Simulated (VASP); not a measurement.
# Hf (Im-3m) in VASP: notebook

The runs below take Hf through single point, with r2SCAN.

All numbers are computed with VASP 6.6.1; they aren't measurements. Logs are shortened: lines on timing, memory, paths and dates and some standing lists are left out, and cuts for length are marked.

**1. The cell of the first run**

Symmetry: Im-3m, No. 229, cubic system. The conventional cell has a = 3.445 Å, b = 3.445 Å, c = 3.445 Å, α = 90.00°, β = 90.00°, γ = 90.00°. Hf (site symmetry m-3m) has 14 Hf at 2.98 to 3.44 Å within 3.9 Å.

**2. Single point, r2SCAN (volume scaled by 0.92)**

Input file POSCAR:

```
Hf
1.0
   -1.7224581515      1.7224581515      1.7224581515
    1.7224581515     -1.7224581515      1.7224581515
    1.7224581515      1.7224581515     -1.7224581515
Hf
1
Direct
    0.0000000000      0.0000000000      0.0000000000
```

Input file INCAR.step1:

```
PREC     = Accurate       # precision mode
ENCUT    = 520            # plane-wave cutoff, eV
ISMEAR   = -1             # smearing method
SIGMA    = 0.1            # smearing width, eV
LREAL    = False          # projectors in reciprocal space
LASPH    = True           # aspherical terms in the spheres
NELM     = 80             # most SCF steps
NBANDS   = 11             # bands
GGA      = PE             # functional
ALGO     = Normal         # electronic algorithm
EDIFF    = 1E-4           # SCF threshold, eV
LWAVE    = True           # write WAVECAR
LCHARG   = False          # write CHGCAR
```

Input file INCAR.step2:

```
PREC     = Accurate       # precision mode
ENCUT    = 520            # plane-wave cutoff, eV
EDIFF    = 1E-6           # SCF threshold, eV
ISMEAR   = -1             # smearing method
SIGMA    = 0.1            # smearing width, eV
LREAL    = False          # projectors in reciprocal space
LASPH    = True           # aspherical terms in the spheres
NELM     = 80             # most SCF steps
ALGO     = Normal         # electronic algorithm
ISIF     = 2              # what is computed and relaxed
LWAVE    = False          # write WAVECAR
LCHARG   = False          # write CHGCAR
METAGGA  = R2SCAN         # meta-GGA
LMIXTAU  = True         
NBANDS   = 11             # bands
ISTART   = 1
```

Input file KPOINTS:

```
Automatic mesh
0
Gamma
  14 14 14
```

Potentials or basis: VASP PAW PBE potentials, release 64 (Hf_pv).

On the command line:

```bash
cat potpaw_PBE.64/Hf_pv/POTCAR > POTCAR
cp INCAR.step1 INCAR
mpirun -np 1 vasp_std > vasp.out
cp INCAR.step2 INCAR
mpirun -np 1 vasp_std > vasp.out
```

OUTCAR:

```text
PREC = Accurate
   ENCUT = 520
   EDIFF = 1E-6
   ISMEAR = -1
   LREAL = False
   LASPH = True
   NELM = 80
   ISIF = 2
   METAGGA = R2SCAN
   ISTART = 1

 ion  position               nearest neighbor table
   1  0.000  0.000  0.000-

  LATTYP: Found a body centered cubic cell.
 ALAT       =     3.4449163030

  Lattice vectors:

 A1 = (  -1.7224581515,   1.7224581515,   1.7224581515)
 A2 = (   1.7224581515,  -1.7224581515,   1.7224581515)
 A3 = (   1.7224581515,   1.7224581515,  -1.7224581515)

Analysis of symmetry for initial positions (statically):
=====================================================================
 Subroutine PRICEL returns:
 Original cell was already a primitive cell.

 Routine SETGRP: Setting up the symmetry group for a
 body centered cubic supercell.

 Subroutine GETGRP returns: Found 48 space group operations
 (whereof 48 operations were pure point group operations)
 out of a pool of 48 trial point group operations.

The static configuration has the point symmetry O_h .

Analysis of symmetry for dynamics (positions and initial velocities):
=====================================================================
 Subroutine PRICEL returns:
 Original cell was already a primitive cell.

 Routine SETGRP: Setting up the symmetry group for a
 body centered cubic supercell.

 Subroutine GETGRP returns: Found 48 space group operations
 (whereof 48 operations were pure point group operations)
 out of a pool of 48 trial point group operations.

The dynamic configuration has the point symmetry O_h .

 Subroutine INISYM returns: Found 48 space group operations
 (whereof 48 operations are pure point group operations),
 and found     1 'primitive' translations

----------------------------------------------------------------------------------------

                                     Primitive cell

  volume of cell :      20.4412

  direct lattice vectors                    reciprocal lattice vectors
    -1.722458151  1.722458151  1.722458151     0.000000000  0.290282814  0.290282814
     1.722458151 -1.722458151  1.722458151     0.290282814  0.000000000  0.290282814
     1.722458151  1.722458151 -1.722458151     0.290282814  0.290282814  0.000000000

  length of vectors
     2.983385032  2.983385032  2.983385032     0.410521893  0.410521893  0.410521893

[... 75 lines left out ...]
   LASPH  =      T    aspherical Exc in radial PAW
   ENCUT  =  520.0 eV  38.22 Ry    6.18 a.u.   5.55  5.55  5.55*2*pi/ulx,y,z
   NELM   =     80;   NELMIN=  2; NELMDL=  0     # of ELM steps
   EDIFF  = 0.1E-05   stopping-criterion for ELM
   LREAL  =      F    real-space projection
   EDIFFG = 0.1E-04   stopping-criterion for IOM
   NSW    =      0    number of steps for IOM
   IBRION =     -1    ionic relax: 0-MD 1-quasi-New 2-CG
   NFREE  =      0    steps in history (QN), initial steepest desc. (CG)
   ISIF   =      2    stress and relaxation
   ISYM   =      2    0-nonsym 1-usesym 2-fastsym
   POTIM  = 0.5000    time-step for ionic-motion
   TEBEG  =    0.0;   TEEND  =   0.0 temperature during run
   PSTRESS=    0.0 pullay stress
   NELECT =      10.0000    total number of electrons
   NUPDOWN=      -1.0000    fix difference up-down
   EMIN   =  10.00;   EMAX   =-10.00  energy-range for DOS
   EFERMI =   0.00;   METHOD = LEGACY
   ISMEAR =    -1;   SIGMA  =   0.10  broadening in eV -4-tet -1-fermi 0-gaus
   EFERMI_NEDOS =   21; number of points for ismear=-14 and -15
   IALGO  =     38    algorithm
   IMIX   =      4    mixing-type and parameters
     AMIX     =   0.40;   BMIX     =  1.00
     AMIX_MAG =   1.60;   BMIX_MAG =  1.00
  volume/ion in A,a.u.               =      20.44       137.94
  Fermi-wavevector in a.u.,A,eV,Ry     =   1.289950  2.437652 22.639694  1.663971
  Thomas-Fermi vector in A             =   2.421811
   LORBIT       =      0    0 simple, 1 ext, 2 COOP (PROOUT), +10 PAW based schemes
   METAGGA = R2SCAN    functional components
   LHFCALC =     F    Hartree Fock is set to
   AEXX    =    0.0000 exact exchange contribution
   IVDW    =     0    specifies the selected vdW correction
   LEPSILON=     F    determine dielectric tensor
   LRPA    =     F    only Hartree local field effects (RPA)
 non-spin polarized calculation
  energy-cutoff  :      520.00
  volume of cell :       20.44
 maximum number of plane-waves:       586
 NGX is ok and might be reduce to    24
   NGX = 11   NGY = 11   NGZ = 11

 number of electron      10.0000001 magnetization

 Free energy of the ion-electron system (eV)
  ---------------------------------------------------
  ext. energy  EPLUGINS =         0.00000000
  ---------------------------------------------------
  free energy    TOTEN  =       -44.92422615 eV

  energy without entropy =      -44.86954605  energy(sigma->0) =      -44.89688610

 E-fermi :   5.0655     XC(G=0): -12.6321

 val. band max:        5.0480325813   @ k =   0.2857   0.0714   0.0000
 cond. band min:       5.0687038575   @ k =   0.2143   0.0714   0.0714
 fundamental gap:      0.0206712762
 Fermi energy:         5.0654828190

 k-point     1 :       0.0000    0.0000    0.0000
  band No.  band energies     occupation
      1     -25.5200      2.00000
      2     -25.5200      2.00000
      3     -25.5200      2.00000
      4      -2.5893      2.00000
      5       6.9243      0.00000
      6       6.9243      0.00000
      7       6.9243      0.00000
      8      10.0128      0.00000
      9      10.0128      0.00000
     10      17.5674      0.00000
     11      19.4804      0.00000
[... 309 lines left out ...]
 k-point    24 :       0.3571    0.2857    0.0000
  band No.  band energies     occupation
      1     -26.3851      2.00000
      2     -26.2107      2.00000
      3     -25.6596      2.00000
      4       3.2422      2.00000
      5       4.3493      1.99845
      6       4.6799      1.95855
      7      10.2487      0.00000
      8      10.8265      0.00000
      9      14.2703      0.00000
     10      16.4875      0.00000
     11      17.5678      0.00000

 [... further k-points ...]
[... 5 lines left out ...]
  --------------------------------------------------------------------------------------
  -------------------------------------------------------------------------------------
  Total        1.1851102      1.1851102      1.1851102      0.0000000      0.0000000     -0.0000000
  in kB       92.8887865     92.8887865     92.8887865      0.0000000      0.0000000     -0.0000000
  external PRESSURE =      92.8887865 kB  Pullay stress =       0.0000000 kB

 VOLUME and BASIS-vectors are now :
 -----------------------------------------------------------------------------
  energy-cutoff  :      520.00
  volume of cell :       20.44
      direct lattice vectors                 reciprocal lattice vectors
    -1.722458151  1.722458151  1.722458151     0.000000000  0.290282814  0.290282814
     1.722458151 -1.722458151  1.722458151     0.290282814  0.000000000  0.290282814
     1.722458151  1.722458151 -1.722458151     0.290282814  0.290282814  0.000000000

 POSITION                                       TOTAL-FORCE (eV/Angst)
 -----------------------------------------------------------------------------------
      0.00000      0.00000      0.00000         0.000000     -0.000000      0.000000
 -----------------------------------------------------------------------------------
    total drift:                               -0.000000      0.000000      0.000000

  FREE ENERGIE OF THE ION-ELECTRON SYSTEM (eV)
  ---------------------------------------------------
  free  energy   TOTEN  =       -44.9242261549 eV

  energy  without entropy=      -44.8695460506  energy(sigma->0) =      -44.89688610
```

OSZICAR.step1:

```text
N       E                     dE             d eps       ncg     rms          rms(c)
DAV:   1     0.142556331380E+02    0.14256E+02   -0.57407E+03  2304   0.851E+02
DAV:   2    -0.955639894711E+01   -0.23812E+02   -0.23021E+02  2800   0.160E+02
DAV:   3    -0.100096300264E+02   -0.45323E+00   -0.44884E+00  2910   0.153E+01
DAV:   4    -0.100110967833E+02   -0.14668E-02   -0.14665E-02  2581   0.102E+00
DAV:   5    -0.100111040482E+02   -0.72649E-05   -0.72653E-05  2793   0.646E-02    0.467E+01
DAV:   6    -0.979683240542E+01    0.21427E+00   -0.17726E-01  2555   0.317E+00    0.274E+01
DAV:   7    -0.972472549349E+01    0.72107E-01   -0.25792E-01  2564   0.371E+00    0.119E+00
DAV:   8    -0.972154317546E+01    0.31823E-02   -0.16493E-02  2540   0.930E-01    0.676E-02
DAV:   9    -0.972157518159E+01   -0.32006E-04   -0.26182E-04  2467   0.130E-01
   1 F= -.97215752E+01 E0= -.96938461E+01  d E =-.554582E-01
```

Wall time 2.5 min (1 thread of AMD EPYC 7R13, shared host); peak memory 0.13 GiB.

Results:

```
Free energy            : -44.9242 eV
Pressure               : 9.3 GPa
Band gap on the k mesh : zero (band 5 reaches 6.92 eV, above the bottom of band 6 at 4.16 eV)
```

Caveat: the cell differs from its parent crystal (volume scaled by 0.92); the PAW data sets were made with another functional, which shifts forces and pressure a little; spin-orbit coupling is left out, which moves the levels of the heavy elements.

**3. Single point, r2SCAN (volume scaled by 0.96)**

Input file POSCAR:

```
Hf
1.0
   -1.7470680214      1.7470680214      1.7470680214
    1.7470680214     -1.7470680214      1.7470680214
    1.7470680214      1.7470680214     -1.7470680214
Hf
1
Direct
    0.0000000000      0.0000000000      0.0000000000
```

Input file INCAR.step1:

```
PREC = Accurate
ENCUT = 520
ISMEAR = -1
SIGMA = 0.1
LREAL = False
LASPH = True
NELM = 80
NBANDS = 11
GGA = PE
ALGO = Normal
EDIFF = 1E-4
LWAVE = True
LCHARG = False
```

Input file INCAR.step2:

```
PREC = Accurate
ENCUT = 520
EDIFF = 1E-6
ISMEAR = -1
SIGMA = 0.1
LREAL = False
LASPH = True
NELM = 80
ALGO = Normal
ISIF = 2
LWAVE = False
LCHARG = True
METAGGA = R2SCAN
LMIXTAU = True
LELF = True
LVHAR = True
NBANDS = 11
ISTART = 1
```

KPOINTS is that of step 2.

Potentials or basis: VASP PAW PBE potentials, release 64 (Hf_pv).

On the command line:

```bash
cat potpaw_PBE.64/Hf_pv/POTCAR > POTCAR
cp INCAR.step1 INCAR
mpirun -np 1 vasp_std > vasp.out
cp INCAR.step2 INCAR
mpirun -np 1 vasp_std > vasp.out
```

Run time: 2.8 min. Hardware: 1 thread of AMD EPYC 7R13, shared host; peak memory 0.13 GiB.

Results (log left out):

- Free energy: -44.9609 eV
- Pressure: 4.0 GPa
- Band gap on the k mesh: zero (band 5 reaches 6.59 eV, above the bottom of band 6 at 3.88 eV)

Levels at points of the mesh, in eV from the Fermi level:
| k point | band 3 | band 4 | band 5 | band 6 | band 7 | band 8 |
| --- | --- | --- | --- | --- | --- | --- |
| (0.00, 0.00, 0.00) | -30.77 | -7.53 | 1.82 | 1.82 | 1.82 | 4.78 |
| (0.50, 0.00, 0.00) | -30.78 | -3.62 | -0.46 | 1.07 | 4.69 | 5.73 |
| (0.50, 0.50, 0.50) | -31.45 | -2.92 | -2.92 | 7.47 | 7.47 | 7.47 |

Caveat: the cell differs from its parent crystal (volume scaled by 0.96); the PAW data sets were made with another functional, which shifts forces and pressure a little; spin-orbit coupling is left out, which moves the levels of the heavy elements.

**4. Single point, r2SCAN**

This run uses another cell than the first one, of 22.22 Å³/atom, 1.087 times its volume.

Input file POSCAR:

```
Hf
1.0
   -1.7710034344      1.7710034344      1.7710034344
    1.7710034344     -1.7710034344      1.7710034344
    1.7710034344      1.7710034344     -1.7710034344
Hf
1
Direct
    0.0000000000      0.0000000000      0.0000000000
```

Input file INCAR.step1:

```
SYSTEM = Hf
PREC = Accurate ; ENCUT = 520
ISMEAR = -1 ; SIGMA = 0.1
LREAL = .False. ; LASPH = .True.
NELM = 100 ; NBANDS = 11
GGA = PE ; ALGO = Normal
EDIFF = 1E-4 ; LWAVE = .True.
LCHARG = .False.
```

Input file INCAR.step2:

```
SYSTEM = Hf
PREC = Accurate ; ENCUT = 520
EDIFF = 1E-6 ; ISMEAR = -1
SIGMA = 0.1 ; LREAL = .False.
LASPH = .True. ; NELM = 100
ALGO = Normal ; ISIF = 2
LWAVE = .False. ; LCHARG = .False.
METAGGA = R2SCAN ; LMIXTAU = .True.
NBANDS = 11 ; ISTART = 1
```

Input file KPOINTS:

```
Automatic mesh
0
Gamma
  14 14 14
  0 0 0
```

Potentials or basis: VASP PAW PBE potentials, release 64 (Hf_pv).

On the command line:

```bash
cat potpaw_PBE.64/Hf_pv/POTCAR > POTCAR
cp INCAR.step1 INCAR
mpirun -np 1 vasp_std > vasp.out
cp INCAR.step2 INCAR
mpirun -np 1 vasp_std > vasp.out
```

OUTCAR:

```text
SYSTEM = Hf
   PREC = Accurate
   ENCUT = 520
   EDIFF = 1E-6
   ISMEAR = -1
   LREAL = .False.
   LASPH = .True.
   NELM = 100
   ISIF = 2
   METAGGA = R2SCAN
   ISTART = 1

 ion  position               nearest neighbor table
   1  0.000  0.000  0.000-

  LATTYP: Found a body centered cubic cell.
 ALAT       =     3.5420068688

  Lattice vectors:

 A1 = (  -1.7710034344,   1.7710034344,   1.7710034344)
 A2 = (   1.7710034344,  -1.7710034344,   1.7710034344)
 A3 = (   1.7710034344,   1.7710034344,  -1.7710034344)
[... 505 lines left out ...]
      3     -26.5517      2.00000
      4       2.8188      2.00000
      5       3.8233      1.99775
      6       4.0399      1.98055
      7       9.2929      0.00000
      8       9.8023      0.00000
      9      12.7507      0.00000
     10      14.9035      0.00000
     11      16.3723      0.00000

 [... further k-points ...]
[... 5 lines left out ...]
  --------------------------------------------------------------------------------------
  -------------------------------------------------------------------------------------
  Total       -0.0568225     -0.0568225     -0.0568225     -0.0000000     -0.0000000      0.0000000
  in kB       -4.0974416     -4.0974416     -4.0974416     -0.0000000     -0.0000000      0.0000000
  external PRESSURE =      -4.0974416 kB  Pullay stress =       0.0000000 kB

 VOLUME and BASIS-vectors are now :
 -----------------------------------------------------------------------------
  energy-cutoff  :      520.00
  volume of cell :       22.22
      direct lattice vectors                 reciprocal lattice vectors
    -1.771003434  1.771003434  1.771003434     0.000000000  0.282325822  0.282325822
     1.771003434 -1.771003434  1.771003434     0.282325822  0.000000000  0.282325822
     1.771003434  1.771003434 -1.771003434     0.282325822  0.282325822  0.000000000

 POSITION                                       TOTAL-FORCE (eV/Angst)
 -----------------------------------------------------------------------------------
      0.00000      0.00000      0.00000         0.000000     -0.000000     -0.000000
 -----------------------------------------------------------------------------------
    total drift:                               -0.000000     -0.000000      0.000000

  FREE ENERGIE OF THE ION-ELECTRON SYSTEM (eV)
  ---------------------------------------------------
  free  energy   TOTEN  =       -44.9707381755 eV

  energy  without entropy=      -44.9091104921  energy(sigma->0) =      -44.93992433
```

OUTCAR.step1:

```text
SYSTEM = Hf
   PREC = Accurate
   ENCUT = 520
   ISMEAR = -1
   LREAL = .False.
   LASPH = .True.
[... 552 lines left out ...]
 -----------------------------------------------------------------------------------
      0.00000      0.00000      0.00000        -0.000000      0.000000      0.000000
 -----------------------------------------------------------------------------------
    total drift:                               -0.000000      0.000000      0.000000

  FREE ENERGIE OF THE ION-ELECTRON SYSTEM (eV)
  ---------------------------------------------------
  free  energy   TOTEN  =        -9.7753337165 eV

  energy  without entropy=       -9.7117341741  energy(sigma->0) =       -9.74353395
```

Wall time 3.6 min (1 thread of AMD EPYC 7R13, shared host); peak memory 0.13 GiB.

Results:

```
Free energy            : -44.9707 eV
Pressure               : -0.4 GPa
Band gap on the k mesh : zero (band 5 reaches 6.28 eV, above the bottom of band 6 at 3.63 eV)
```

Caveat: the PAW data sets were made with another functional, which shifts forces and pressure a little; spin-orbit coupling is left out, which moves the levels of the heavy elements.

**5. The runs side by side**

```csv
cell,gap on the mesh (eV),pressure (GPa)
"a = 2.983 Å, angles 109.5°, 1 atom",none,9.3
"a = 3.026 Å, angles 109.5°, 1 atom",none,4.0
"a = 3.067 Å, angles 109.5°, 1 atom",none,-0.4
```

Alike in all rows: task single point; level r2SCAN; potentials or basis VASP PAW PBE potentials, release 64 (Hf_pv); no spin polarisation; k mesh 14 × 14 × 14; cutoff (eV) 520; smearing fermi-dirac 0.1 eV.

Caveats: the PAW data sets were made with another functional, which shifts forces and pressure a little; spin-orbit coupling is left out, which moves the levels of the heavy elements.

Absolute energies hang on the potentials; compare differences alone.
